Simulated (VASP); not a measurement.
# SeBr3O (C2/m) in VASP: single point with PBE

Aim: the single point of SeBr3O with PBE.

Program: VASP 6.6.1. These are calculated values, not measurements. Logs are shortened: lines on timing, memory, paths and dates and some standing lists are left out, and cuts for length are marked.

**1. The cell of the first run**

Symmetry: C2/m, No. 12, monoclinic system. Conventional cell: a = 17.181 Å, b = 3.933 Å, c = 9.483 Å, α = 90.00°, β = 113.67°, γ = 90.00°. Within 2.9 Å of O (site symmetry m) lie 3 Se at 2.18 to 2.31 Å and 2 O at 2.40 Å. Se (site symmetry m) has 3 O at 2.18 to 2.31 Å and 4 Br at 2.61 to 2.95 Å within 3.0 Å. Within 3.5 Å of Br (site symmetry m) lie 1 Se at 2.61 Å and 2 O at 3.41 Å and 1 Br at 3.46 Å. Br (site symmetry m) has 2 Se at 2.95 Å and 1 O at 3.14 Å and 8 Br at 3.46 to 3.93 Å within 4.0 Å. Br (site symmetry m) has 1 Se at 2.70 Å and 3 O at 3.54 Å within 3.6 Å.

**2. Single point, PBE**

Contents of INCAR:

```
ALGO = Normal
EDIFF = 1E-6
ENCUT = 520
GGA = PE
ISIF = 2
ISMEAR = 0
LASPH = T
LCHARG = F
LREAL = F
LWAVE = F
NBANDS = 44
NELM = 80
PREC = Accurate
SIGMA = 0.0682
```

Contents of KPOINTS:

```
k-points
0
Gamma
  5 5 2
```

Contents of POSCAR:

```
SeBr3O
1.0
    0.0000000000      3.9327570000      0.0000000000
    8.5903960000     -1.9663780000      0.0000000000
    3.8070830000      0.0000000000     -8.6851440000
O Se Br
2 2 6
Direct
    0.7310000000      0.4620000000      0.5790000000
    0.2690000000      0.5380000000      0.4210000000
    0.1960000000      0.3920000000      0.6849000000
    0.8040000000      0.6080000000      0.3151000000
    0.3300000000      0.6600000000      0.7505000000
    0.6700000000      0.3400000000      0.2495000000
    0.6169000000      0.2338000000      0.9341000000
    0.3831000000      0.7662000000      0.0659000000
    0.0479000000      0.0958000000      0.6497000000
    0.9521000000      0.9042000000      0.3503000000
```

Potentials or basis: VASP PAW PBE potentials, release 64 (O, Se, Br).

Launch:

```console
$ cat potpaw_PBE.64/O/POTCAR potpaw_PBE.64/Se/POTCAR potpaw_PBE.64/Br/POTCAR > POTCAR
$ mpirun -np 1 vasp_std > vasp.out
```

OUTCAR:

```text
EDIFF = 1E-6
   ENCUT = 520
   GGA = PE
   ISIF = 2
   ISMEAR = 0
   LASPH = T
   LREAL = F
   NELM = 80
   PREC = Accurate

 ion  position               nearest neighbor table
   1  0.731  0.462  0.579-   3 2.18   3 2.18   4 2.31
   2  0.269  0.538  0.421-   4 2.18   4 2.18   3 2.31
   3  0.196  0.392  0.685-   1 2.18   1 2.18   2 2.31   5 2.61   9 2.70
   4  0.804  0.608  0.315-   2 2.18   2 2.18   1 2.31   6 2.61  10 2.70
   5  0.330  0.660  0.751-   3 2.61
   6  0.670  0.340  0.249-   4 2.61
   7  0.617  0.234  0.934-
   8  0.383  0.766  0.066-
   9  0.048  0.096  0.650-   3 2.70
  10  0.952  0.904  0.350-   4 2.70

  LATTYP: Found a base centered monoclinic cell.
 ALAT       =    17.1807920000
 B/A-ratio  =     0.2289042903
 C/A-ratio  =     0.5519484392
 COS(beta)  =    -0.4014677421

  Lattice vectors:

 A1 = (  -8.5903960000,  -1.9663790000,   0.0000000000)
 A2 = (  -8.5903960000,   1.9663780000,   0.0000000000)
 A3 = (   3.8070830000,   0.0000000000,  -8.6851440000)

Analysis of symmetry for initial positions (statically):
=====================================================================
 Subroutine PRICEL returns:
 Original cell was already a primitive cell.

 Routine SETGRP: Setting up the symmetry group for a
 base centered monoclinic supercell.

 Subroutine GETGRP returns: Found  4 space group operations
 (whereof  4 operations were pure point group operations)
 out of a pool of  4 trial point group operations.

The static configuration has the point symmetry C_2h.

Analysis of symmetry for dynamics (positions and initial velocities):
=====================================================================
 Subroutine PRICEL returns:
 Original cell was already a primitive cell.

 Routine SETGRP: Setting up the symmetry group for a
 base centered monoclinic supercell.

 Subroutine GETGRP returns: Found  4 space group operations
 (whereof  4 operations were pure point group operations)
 out of a pool of  4 trial point group operations.

The dynamic configuration has the point symmetry C_2h.

 Subroutine INISYM returns: Found  4 space group operations
 (whereof  4 operations are pure point group operations),
 and found     1 'primitive' translations

----------------------------------------------------------------------------------------

                                     Primitive cell

  volume of cell :     293.4184

  direct lattice vectors                    reciprocal lattice vectors
     0.000000000  3.932757000  0.000000000     0.058204520  0.254274546  0.025513617
     8.590396000 -1.966378000  0.000000000     0.116409069  0.000000000  0.051027247
     3.807083000  0.000000000 -8.685144000     0.000000000  0.000000000 -0.115139139

  length of vectors
     3.932757000  8.812578844  9.482911329     0.262095890  0.127101736  0.115139139

  position of ions in fractional coordinates (direct lattice)
     0.731000000  0.462000000  0.579000000
     0.269000000  0.538000000  0.421000000
     0.196000000  0.392000000  0.684900000
     0.804000000  0.608000000  0.315100000
     0.330000000  0.660000000  0.750500000
     0.670000000  0.340000000  0.249500000
     0.616900000  0.233800000  0.934100000
     0.383100000  0.766200000  0.065900000
     0.047900000  0.095800000  0.649700000
     0.952100000  0.904200000  0.350300000

  ion indices of the primitive-cell ions
   primitive index   ion index
                 1           1
                 2           2
                 3           3
                 4           4
                 5           5
                 6           6
                 7           7
                 8           8
                 9           9
                10          10

----------------------------------------------------------------------------------------

 KPOINTS: k-points

Automatic generation of k-mesh.
 Grid dimensions read from file:
 generate k-points for:    5    5    2

 Generating k-lattice:

  Cartesian coordinates                     Fractional coordinates (reciprocal lattice)
     0.011640904  0.050854909  0.005102723     0.200000000  0.000000000  0.000000000
     0.023281814  0.000000000  0.010205449     0.000000000  0.200000000  0.000000000
     0.000000000  0.000000000 -0.057569569     0.000000000  0.000000000  0.500000000

  Length of vectors
     0.052419178  0.025420347  0.057569569

  Shift w.r.t. Gamma in fractional coordinates (k-lattice)
     0.000000000  0.000000000  0.000000000

 Subroutine IBZKPT returns following result:
 ===========================================

 Found     18 irreducible k-points:

 Following reciprocal coordinates:
            Coordinates               Weight
  0.000000  0.000000  0.000000      1.000000
  0.200000  0.000000  0.000000      4.000000
  0.400000  0.000000  0.000000      4.000000
  0.000000  0.200000  0.000000      2.000000
  0.200000  0.200000  0.000000      4.000000
  0.400000  0.200000  0.000000      4.000000
[... 10 lines left out ...]
  0.000000  0.400000  0.500000      2.000000
  0.200000  0.400000  0.500000      2.000000
   k-points           NKPTS =     18   k-points in BZ     NKDIM =     18   number of bands    NBANDS=     44
   number of dos      NEDOS =    301   number of ions     NIONS =     10
   total plane-waves  NPLWV = 151200
   dimension x,y,z NGX =    30 NGY =   70 NGZ =   72
   dimension x,y,z NGXF=    60 NGYF=  140 NGZF=  144
   ions per type =               2   2   6
   NGX,Y,Z   is equivalent  to a cutoff of  12.68, 13.21, 12.62 a.u.
   NGXF,Y,Z  is equivalent  to a cutoff of  25.36, 26.41, 25.24 a.u.
 SYSTEM =  unknown system
   PREC   = accura    normal or accurate (medium, high low for compatibility)
   ISTART =      0    job   : 0-new  1-cont  2-samecut
   ICHARG =      2    charge: 1-file 2-atom 10-const
   ISPIN  =      1    spin polarized calculation?
   LNONCOLLINEAR =      F non collinear calculations
   LSORBIT =      F    spin-orbit coupling
   LASPH  =      T    aspherical Exc in radial PAW
   ENCUT  =  520.0 eV  38.22 Ry    6.18 a.u.   7.31 16.39 17.63*2*pi/ulx,y,z
   NELM   =     80;   NELMIN=  2; NELMDL= -5     # of ELM steps
   EDIFF  = 0.1E-05   stopping-criterion for ELM
   LREAL  =      F    real-space projection
   EDIFFG = 0.1E-04   stopping-criterion for IOM
   NSW    =      0    number of steps for IOM
   IBRION =     -1    ionic relax: 0-MD 1-quasi-New 2-CG
   NFREE  =      0    steps in history (QN), initial steepest desc. (CG)
   ISIF   =      2    stress and relaxation
   ISYM   =      2    0-nonsym 1-usesym 2-fastsym
   POTIM  = 0.5000    time-step for ionic-motion
   TEBEG  =    0.0;   TEEND  =   0.0 temperature during run
   PSTRESS=    0.0 pullay stress
   NELECT =      66.0000    total number of electrons
   NUPDOWN=      -1.0000    fix difference up-down
   EMIN   =  10.00;   EMAX   =-10.00  energy-range for DOS
   EFERMI =   0.00;   METHOD = LEGACY
   ISMEAR =     0;   SIGMA  =   0.07  broadening in eV -4-tet -1-fermi 0-gaus
   EFERMI_NEDOS =   21; number of points for ismear=-14 and -15
   IALGO  =     38    algorithm
   IMIX   =      4    mixing-type and parameters
     AMIX     =   0.40;   BMIX     =  1.00
     AMIX_MAG =   1.60;   BMIX_MAG =  1.00
  volume/ion in A,a.u.               =      29.34       198.01
  Fermi-wavevector in a.u.,A,eV,Ry     =   0.995620  1.881449 13.486906  0.991260
  Thomas-Fermi vector in A             =   2.127653
   LORBIT       =      0    0 simple, 1 ext, 2 COOP (PROOUT), +10 PAW based schemes
   GGA     = PE    functional components
   LHFCALC =     F    Hartree Fock is set to
   AEXX    =    0.0000 exact exchange contribution
   IVDW    =     0    specifies the selected vdW correction
   LEPSILON=     F    determine dielectric tensor
   LRPA    =     F    only Hartree local field effects (RPA)
 non-spin polarized calculation
 Gauss-broadening in eV      SIGMA  =   0.07
  energy-cutoff  :      520.00
  volume of cell :      293.42
 maximum number of plane-waves:      7948
 NGX is ok and might be reduce to    30
   NGX = 15   NGY = 33   NGZ = 35

 number of electron      66.0000001 magnetization

 Free energy of the ion-electron system (eV)
  ---------------------------------------------------
  ext. energy  EPLUGINS =         0.00000000
  ---------------------------------------------------
  free energy    TOTEN  =       -25.21046036 eV

  energy without entropy =      -25.17257587  energy(sigma->0) =      -25.19151812

 E-fermi :  -0.7285     XC(G=0):  -7.9972

 val. band max:       -0.7423242870   @ k =   0.0000   0.4000   0.5000
 cond. band min:      -0.7149930472   @ k =   0.0000   0.4000   0.5000
 fundamental gap:      0.0273312398
 Fermi energy:        -0.7285369773

 k-point     1 :       0.0000    0.0000    0.0000
  band No.  band energies     occupation
      1     -18.8665      2.00000
      2     -17.0435      2.00000
      3     -14.5866      2.00000
      4     -14.5727      2.00000
      5     -14.0504      2.00000
      6     -13.9220      2.00000
[... 36 lines left out ...]
     43       7.7208      0.00000
     44       7.7265      0.00000

 k-point     2 :       0.2000    0.0000    0.0000
  band No.  band energies     occupation
      1     -18.6240      2.00000
      2     -16.9865      2.00000
      3     -14.7406      2.00000
      4     -14.5138      2.00000
      5     -14.0232      2.00000
      6     -13.8920      2.00000
[... 36 lines left out ...]
     43       8.2309      0.00000
     44       8.3904      0.00000

 k-point     3 :       0.4000    0.0000    0.0000
  band No.  band energies     occupation
      1     -17.9652      2.00000
      2     -17.2113      2.00000
      3     -14.8523      2.00000
      4     -14.5364      2.00000
      5     -13.9801      2.00000
      6     -13.9134      2.00000
[... 694 lines left out ...]
     43       7.3633      0.00000
     44       7.8063      0.00000

 k-point    18 :       0.2000    0.4000    0.5000
  band No.  band energies     occupation
      1     -18.6235      2.00000
      2     -16.9873      2.00000
      3     -14.7822      2.00000
      4     -14.3850      2.00000
      5     -14.0642      2.00000
      6     -14.0384      2.00000
[... 36 lines left out ...]
     43       7.8369      0.00000
     44       8.4804      0.00000

------------------------ aborting loop because EDIFF is reached ----------------------------------------

  FORCE on cell =-STRESS in cart. coord.  units (eV):
  Direction    XX          YY          ZZ          XY          YZ          ZX
  --------------------------------------------------------------------------------------
  -------------------------------------------------------------------------------------
  Total       -5.4013221    -11.9909980     -9.4105556     -0.0000003     -0.0000002      0.0556019
  in kB      -29.4932977    -65.4754654    -51.3852563     -0.0000017     -0.0000013      0.3036079
  external PRESSURE =     -48.7846731 kB  Pullay stress =       0.0000000 kB

 VOLUME and BASIS-vectors are now :
 -----------------------------------------------------------------------------
  energy-cutoff  :      520.00
  volume of cell :      293.42
      direct lattice vectors                 reciprocal lattice vectors
     0.000000000  3.932757000  0.000000000     0.058204520  0.254274546  0.025513617
     8.590396000 -1.966378000  0.000000000     0.116409069  0.000000000  0.051027247
     3.807083000  0.000000000 -8.685144000     0.000000000  0.000000000 -0.115139139

 POSITION                                       TOTAL-FORCE (eV/Angst)
 -----------------------------------------------------------------------------------
      6.17306      1.96638     -5.02870        -0.204402     -0.000000     -0.495352
      6.22441      0.00000     -3.65645         0.204402      0.000000      0.495352
      5.97491      0.00000     -5.94846         0.319613      0.000000      2.073600
      6.42257      1.96638     -2.73669        -0.319613     -0.000000     -2.073600
      8.52688      0.00000     -6.51820        -0.364092     -0.000000      0.060535
      3.87060      1.96638     -2.16694         0.364092      0.000000     -0.060535
      5.56463      1.96638     -8.11279         0.029578      0.000000      0.278934
      6.83285      0.00000     -0.57235        -0.029578     -0.000000     -0.278934
      3.29642      0.00000     -5.64274         0.393534      0.000000     -0.050770
      9.10106      1.96638     -3.04241        -0.393534     -0.000000      0.050770
 -----------------------------------------------------------------------------------
    total drift:                                0.000000     -0.000000     -0.000000

  FREE ENERGIE OF THE ION-ELECTRON SYSTEM (eV)
  ---------------------------------------------------
  free  energy   TOTEN  =       -25.2104603612 eV

  energy  without entropy=      -25.1725758732  energy(sigma->0) =      -25.19151812
```

Wall time 6.4 min (1 thread of Intel Xeon Platinum 8259CL at 2.50GHz (Skylake/Cascade Lake), shared host); peak memory 0.5 GiB.

Results:

| Property | Result |
| --- | --- |
| Free energy | -25.2105 eV |
| Pressure | -4.9 GPa |
| Largest force | 2.098 eV/Å |
| Band gap on the k mesh | zero (bands 33 and 34 overlap by 0.21 eV) |

Forces in eV/Å, atoms in the order of the input:
```
O   -0.204  0.000 -0.495
O    0.204  0.000  0.495
Se   0.320  0.000  2.074
Se  -0.320  0.000 -2.074
Br  -0.364  0.000  0.061
Br   0.364  0.000 -0.061
Br   0.030  0.000  0.279
Br  -0.030  0.000 -0.279
Br   0.394  0.000 -0.051
Br  -0.394  0.000  0.051
```

Stress tensor (GPa, compression positive):
```
-2.95  0.00  0.03
 0.00 -6.55  0.00
 0.03  0.00 -5.14
```

Caveat: the cell stands under tension; forces of over 1 eV/Å act on the atoms, so gaps and moduli don't describe the material at rest.
